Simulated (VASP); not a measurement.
The system is Zr.

```xyz
2
Lattice="0.0000 3.2195 3.2195 3.2195 0.0000 3.2195 3.2195 3.2195 0.0000" Properties=species:S:1:pos:R:3 pbc="T T T"
Zr    0.0000    0.0000    0.0000
Zr    1.6098    1.6098    1.6098
```

* Program: VASP 6.6.1
* Task: relaxation of cell and atoms
* Functional: PBE
* Potentials or basis: VASP PAW PBE potentials, release 64 (Zr_sv)
* Cutoff: 600 eV
* k mesh: 10 × 10 × 10
* Occupations: fermi-dirac, width 0.05 eV
* Spin: no spin polarisation

At the start: pressure -2.4 GPa; volume 33.37 Å³/atom.

Q: Where does the relaxation end?

A: Over 3 steps the energy falls by 19.2 meV/atom and the volume is 30.99 Å³/atom (-7.1 %); space group Fd-3m (No. 227, to 0.05 Å).

Step by step:
```csv
step,energy change (eV),largest force (eV/Å),pressure (GPa),volume (Å³)
1,0.0000,0.0000,-2.39,66.74
2,-0.0384,0.0000,-0.03,62.04
3,-0.0384,0.0000,0.00,61.99
```

Final structure:
```
Zr
1.0
     0.00000    3.14118    3.14118
     3.14118    0.00000    3.14118
     3.14118    3.14118    0.00000
Zr
2
Direct
  0.00000 0.00000 0.00000
  0.25000 0.25000 0.25000
```
